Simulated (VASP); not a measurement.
# HfC (P1) in VASP: notebook, part 2 of 2

VASP 6.6.1.

## Step 3: Single point, PBEsol (dynamics (nvt langevin) at 1800 K, volume x 1.06, from the last frame before)

Input file INCAR:

```
ALGO = Normal
EDIFF = 1E-6
ENCUT = 520
GGA = PS
ISIF = 2
ISMEAR = -1
LASPH = T
LCHARG = T
LELF = T
LREAL = Auto
LVHAR = T
LWAVE = F
NBANDS = 70
NELM = 100
PREC = Accurate
SIGMA = 0.1551
```

Input file KPOINTS:

```
Automatic mesh
0
Gamma
  2 2 2
  0.5 0.5 0.5
```

Input file POSCAR:

```
HfC
1.0
   -4.7411996243      4.7411996243      0.0000000000
   -4.7411996243      0.0000000000      4.7411996243
    0.0000000000      4.7411996243      4.7411996243
Hf C
8 8
Direct
    0.7338353741      0.7554695613      0.7357097942
    0.2678017381      0.7511251966      0.7460638193
    0.7567823092      0.2621724666      0.7431336538
    0.7458711466      0.7388524588      0.2425738402
    0.2488788900      0.2394692462      0.7575581677
    0.2447677997      0.7586307865      0.2470975898
    0.7431691933      0.2408427382      0.2808528654
    0.2564916258      0.2374804035      0.2761381304
    0.0007371552     -0.0056215730      0.0025398635
    0.5008037392     -0.0175498833      0.0039773689
   -0.0060572223      0.4939729785     -0.0004094955
    0.0126183255     -0.0099010807      0.5131659058
    0.4980601297      0.4862274704      0.0487493711
    0.5022795260     -0.0075988152      0.5095451977
    0.0107323049      0.4783221926      0.4921802887
    0.5194937347      0.4835192950      0.5311825486
```

Potentials or basis: VASP PAW PBE potentials, release 64 (Hf_pv, C).

The run is started by

```console
$ cat potpaw_PBE.64/Hf_pv/POTCAR potpaw_PBE.64/C/POTCAR > POTCAR
$ mpirun -np 1 vasp_std > vasp.out
```

OUTCAR:

```text
EDIFF = 1E-6
   ENCUT = 520
   GGA = PS
   ISIF = 2
   ISMEAR = -1
   LASPH = T
   LREAL = Auto
   NELM = 100
   PREC = Accurate

 ion  position               nearest neighbor table
   1  0.734  0.755  0.736-  14 2.17  10 2.35  13 2.43  12 2.45  15 2.47  11 2.48   2 3.11   7 3.16
                             3 3.21   5 3.25   4 3.32   6 3.35   6 3.36   4 3.38   5 3.46   3 3.50
   2  0.268  0.751  0.746-  14 2.26  16 2.30  12 2.32   9 2.37  11 2.52  13 2.54   1 3.11   8 3.21
                             5 3.25   3 3.28   4 3.30   6 3.31   6 3.40   4 3.42   3 3.43   5 3.46
   3  0.757  0.262  0.743-  16 2.13  15 2.23  12 2.38   9 2.39  13 2.53  10 2.54   1 3.21   7 3.22
                             8 3.25   5 3.27   2 3.28   4 3.28   2 3.43   4 3.43   5 3.44   8 3.47
   4  0.746  0.739  0.243-  10 2.29  16 2.31  11 2.31   9 2.42  15 2.44  14 2.47   7 3.23   6 3.28
                             3 3.28   2 3.30   8 3.32   1 3.32   1 3.38   8 3.40   2 3.42   6 3.43
   5  0.249  0.239  0.758-   9 2.34  14 2.35  11 2.35  10 2.36  15 2.39  16 2.45   8 3.21   2 3.25
                             1 3.25   6 3.25   7 3.26   3 3.27   3 3.44   7 3.45   6 3.45   2 3.46
   6  0.245  0.759  0.247-  13 2.25  10 2.28   9 2.32  12 2.36  15 2.44  16 2.65   5 3.25   4 3.28
                             7 3.30   2 3.31   8 3.35   1 3.35   1 3.36   8 3.36   2 3.40   7 3.41
   7  0.743  0.241  0.281-  13 2.26  14 2.32  16 2.34  12 2.38  11 2.40   9 2.49   1 3.16   3 3.22
                             4 3.23   5 3.26   8 3.29   6 3.30   6 3.41   8 3.42   5 3.45   4 3.49
   8  0.256  0.237  0.276-  15 2.17  14 2.27  13 2.33  12 2.33  10 2.50  11 2.56   2 3.21   5 3.21
                             3 3.25   7 3.29   4 3.32   6 3.35   6 3.36   4 3.40   7 3.42   3 3.47
   9  0.001  0.994  0.003-   6 2.32   5 2.34   2 2.37   3 2.39   4 2.42   7 2.49
  10  0.501  0.982  0.004-   6 2.28   4 2.29   1 2.35   5 2.36   8 2.50   3 2.54
  11  0.994  0.494  1.000-   4 2.31   5 2.35   7 2.40   1 2.48   2 2.52   8 2.56
  12  0.013  0.990  0.513-   2 2.32   8 2.33   6 2.36   7 2.38   3 2.38   1 2.45
  13  0.498  0.486  0.049-   6 2.25   7 2.26   8 2.33   1 2.43   3 2.53   2 2.54
  14  0.502  0.992  0.510-   1 2.17   2 2.26   8 2.27   7 2.32   5 2.35   4 2.47
  15  0.011  0.478  0.492-   8 2.17   3 2.23   5 2.39   4 2.44   6 2.44   1 2.47
  16  0.519  0.484  0.531-   3 2.13   2 2.30   4 2.31   7 2.34   5 2.45   6 2.65

  LATTYP: Found a face centered cubic cell.
 ALAT       =     9.4823992486

  Lattice vectors:

 A1 = (  -4.7411996243,   4.7411996243,   0.0000000000)
 A2 = (  -4.7411996243,   0.0000000000,   4.7411996243)
 A3 = (   0.0000000000,   4.7411996243,   4.7411996243)

Analysis of symmetry for initial positions (statically):
=====================================================================
 Subroutine PRICEL returns:
 Original cell was already a primitive cell.

 Routine SETGRP: Setting up the symmetry group for a
 face centered cubic supercell.

 Subroutine GETGRP returns: Found  1 space group operations
 (whereof  1 operations were pure point group operations)
 out of a pool of 48 trial point group operations.

The static configuration has the point symmetry C_1 .

Analysis of symmetry for dynamics (positions and initial velocities):
=====================================================================
 Subroutine PRICEL returns:
 Original cell was already a primitive cell.

 Routine SETGRP: Setting up the symmetry group for a
 face centered cubic supercell.

 Subroutine GETGRP returns: Found  1 space group operations
 (whereof  1 operations were pure point group operations)
 out of a pool of 48 trial point group operations.

[... 102 lines left out ...]
   number of dos      NEDOS =    301   number of ions     NIONS =     16
   total plane-waves  NPLWV = 125000
   dimension x,y,z NGX =    50 NGY =   50 NGZ =   50
   dimension x,y,z NGXF=   100 NGYF=  100 NGZF=  100
   ions per type =               8   8
   NGX,Y,Z   is equivalent  to a cutoff of  12.40, 12.40, 12.40 a.u.
   NGXF,Y,Z  is equivalent  to a cutoff of  24.79, 24.79, 24.79 a.u.
 SYSTEM =  unknown system
   PREC   = accura    normal or accurate (medium, high low for compatibility)
   ISTART =      0    job   : 0-new  1-cont  2-samecut
   ICHARG =      2    charge: 1-file 2-atom 10-const
   ISPIN  =      1    spin polarized calculation?
   LNONCOLLINEAR =      F non collinear calculations
   LSORBIT =      F    spin-orbit coupling
   LASPH  =      T    aspherical Exc in radial PAW
   ENCUT  =  520.0 eV  38.22 Ry    6.18 a.u.  12.47 12.47 12.47*2*pi/ulx,y,z
   NELM   =    100;   NELMIN=  2; NELMDL= -5     # of ELM steps
   EDIFF  = 0.1E-05   stopping-criterion for ELM
   LREAL  =      T    real-space projection
   EDIFFG = 0.1E-04   stopping-criterion for IOM
   NSW    =      0    number of steps for IOM
   IBRION =     -1    ionic relax: 0-MD 1-quasi-New 2-CG
   NFREE  =      0    steps in history (QN), initial steepest desc. (CG)
   ISIF   =      2    stress and relaxation
   ISYM   =      2    0-nonsym 1-usesym 2-fastsym
   POTIM  = 0.5000    time-step for ionic-motion
   TEBEG  =    0.0;   TEEND  =   0.0 temperature during run
   PSTRESS=    0.0 pullay stress
   NELECT =     112.0000    total number of electrons
   NUPDOWN=      -1.0000    fix difference up-down
   EMIN   =  10.00;   EMAX   =-10.00  energy-range for DOS
   EFERMI =   0.00;   METHOD = LEGACY
   ISMEAR =    -1;   SIGMA  =   0.16  broadening in eV -4-tet -1-fermi 0-gaus
   EFERMI_NEDOS =   21; number of points for ismear=-14 and -15
   IALGO  =     38    algorithm
   IMIX   =      4    mixing-type and parameters
     AMIX     =   0.40;   BMIX     =  1.00
     AMIX_MAG =   1.60;   BMIX_MAG =  1.00
  volume/ion in A,a.u.               =      13.32        89.90
  Fermi-wavevector in a.u.,A,eV,Ry     =   1.321040  2.496403 23.744158  1.745146
  Thomas-Fermi vector in A             =   2.450823
   LORBIT       =      0    0 simple, 1 ext, 2 COOP (PROOUT), +10 PAW based schemes
   GGA     = PS    functional components
   LHFCALC =     F    Hartree Fock is set to
   AEXX    =    0.0000 exact exchange contribution
   IVDW    =     0    specifies the selected vdW correction
   LEPSILON=     F    determine dielectric tensor
   LRPA    =     F    only Hartree local field effects (RPA)
 non-spin polarized calculation
  energy-cutoff  :      520.00
  volume of cell :      213.15
 maximum number of plane-waves:      5756
 NGX is ok and might be reduce to    50
   NGX = 25   NGY = 25   NGZ = 25

 number of electron     112.0000000 magnetization

 Free energy of the ion-electron system (eV)
  ---------------------------------------------------
  ext. energy  EPLUGINS =         0.00000000
  ---------------------------------------------------
  free energy    TOTEN  =      -174.51732360 eV

  energy without entropy =     -174.28901230  energy(sigma->0) =     -174.40316795

 E-fermi :   5.3573     XC(G=0): -12.1199

 val. band max:        5.2152644119   @ k =   0.2500   0.0000   0.0000
 cond. band min:       5.5192197628   @ k =   0.2500   0.0000   0.0000
 fundamental gap:      0.3039553509
 Fermi energy:         5.3573191410

 k-point     1 :       0.2500    0.2500    0.2500
  band No.  band energies     occupation
      1     -24.9901      2.00000
      2     -24.9531      2.00000
      3     -24.9451      2.00000
      4     -24.9183      2.00000
      5     -24.8793      2.00000
      6     -24.8686      2.00000
[... 1125 lines left out ...]
     67       9.1364      0.00000
     68       9.7279      0.00000
 [bands above 68 left out]

------------------------ aborting loop because EDIFF is reached ----------------------------------------

  FORCE on cell =-STRESS in cart. coord.  units (eV):
  Direction    XX          YY          ZZ          XY          YZ          ZX
  --------------------------------------------------------------------------------------
  -------------------------------------------------------------------------------------
  Total      -19.5347436    -17.3416707    -21.3142795     -0.3866899     -0.8752395     -0.3603241
  in kB     -146.8329683   -130.3487280   -160.2088557     -2.9065556     -6.5787409     -2.7083772
  external PRESSURE =    -145.7968507 kB  Pullay stress =       0.0000000 kB

 VOLUME and BASIS-vectors are now :
 -----------------------------------------------------------------------------
  energy-cutoff  :      520.00
  volume of cell :      213.15
      direct lattice vectors                 reciprocal lattice vectors
    -4.741199624  4.741199624  0.000000000    -0.105458542  0.105458542 -0.105458542
    -4.741199624  0.000000000  4.741199624    -0.105458542 -0.105458542  0.105458542
     0.000000000  4.741199624  4.741199624     0.105458542  0.105458542  0.105458542

 POSITION                                       TOTAL-FORCE (eV/Angst)
 -----------------------------------------------------------------------------------
     -7.06109      6.96741      7.06998        -0.506618      3.688193      0.756403
     -4.83094      4.80694      7.09847         2.638360     -0.656988      0.286787
     -4.83107      7.11140      4.76636         1.687480      1.793077     -0.317368
     -7.03937      4.68642      4.65314        -1.262208      0.481261     -0.460513
     -2.31536      4.77172      4.72711        -0.171273      0.532127      1.888749
     -4.75731      2.33203      4.76836         0.497825      0.289015     -0.151989
[... 8 lines left out ...]
     -2.31870      2.38441      4.60135        -0.393750      0.195501      1.823815
     -4.75548      4.98147      4.81090         0.317348     -2.076558     -0.492421
 -----------------------------------------------------------------------------------
    total drift:                               -0.016567      0.001524      0.010797

  FREE ENERGIE OF THE ION-ELECTRON SYSTEM (eV)
  ---------------------------------------------------
  free  energy   TOTEN  =      -174.5173235983 eV

  energy  without entropy=     -174.2890122989  energy(sigma->0) =     -174.40316795
```

Run time: 4.5 min. Hardware: 1 thread of Intel Xeon 6975P-C (Granite Rapids), shared host; peak memory 0.42 GiB.

What came out:

| Quantity | Value |
| --- | --- |
| Free energy | -174.5173 eV |
| Pressure | -14.6 GPa |
| Largest force | 3.799 eV/Å |
| Band gap on the k mesh | 0.30 eV |

Forces on the atoms (eV/Å):
```
Hf  -0.507  3.688  0.756
Hf   2.638 -0.657  0.287
Hf   1.687  1.793 -0.317
Hf  -1.262  0.481 -0.461
Hf  -0.171  0.532  1.889
Hf   0.498  0.289 -0.152
Hf  -1.525 -0.878 -1.237
Hf  -0.485 -1.837 -1.171
C   -0.094  0.616  0.176
C   -0.311 -0.062  0.327
C   -0.204  0.497  0.192
C    0.393 -0.609 -0.098
C   -0.557 -1.586 -1.479
C   -0.025 -0.388 -0.043
C   -0.394  0.196  1.824
C    0.317 -2.077 -0.492
```

Stress tensor (GPa, compression positive):
```
-14.68  -0.29  -0.27
 -0.29 -13.03  -0.66
 -0.27  -0.66 -16.02
```

Caveat: the k points lie up to 0.57 Å⁻¹ apart; the PAW data sets were made with another functional, which shifts forces and pressure a little; spin-orbit coupling is left out, which moves the levels of the heavy elements. A k mesh can miss the band edges.
